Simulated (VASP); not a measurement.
Input of a VASP 6.6.1 run:

Contents of INCAR:

```
SYSTEM = WC
PREC = Accurate
ENCUT = 520
EDIFF = 1E-7
ISMEAR = 0
SIGMA = 0.15
LREAL = .FALSE.
LASPH = .TRUE.
NELM = 60
ALGO = Normal
ISIF = 2
LWAVE = .FALSE.
LCHARG = .FALSE.
GGA = PS
NBANDS = 16
```

The input KPOINTS:

```
regular mesh
0
G
  18 18 18
  0 0 0
```

POSCAR

```
WC
1.0
    0.0000000000      2.2803913600      2.1926840000
    2.2803913600      0.0000000000      2.1926840000
    2.2803913600      2.2803913600      0.0000000000
W C
1 1
Direct
    0.0000000000      0.0000000000      0.0000000000
    0.5000000000      0.5000000000      0.5000000000
```

Potentials or basis: VASP PAW PBE potentials, release 64 (W_sv, C).

Run with:

```console
$ cat potpaw_PBE.64/W_sv/POTCAR potpaw_PBE.64/C/POTCAR > POTCAR
$ mpirun -np 1 vasp_std > vasp.out
```

Question: Estimate the band gap on the k mesh.

Answer: Zero (bands 9 and 10 overlap by 2.58 eV).

Question: What does it give for the pressure?

Answer: -31.1 GPa.

Stress tensor (GPa, compression positive):
```
-36.18   0.00   0.00
  0.00 -36.18   0.00
  0.00   0.00 -20.95
```

Caveat: the cell differs from its parent crystal (strain +0.040 along x and y, +0.000 along z); the cell stands under tension; the PAW data sets were made with another functional, which shifts forces and pressure a little; spin-orbit coupling is left out, which moves the levels of the heavy elements.
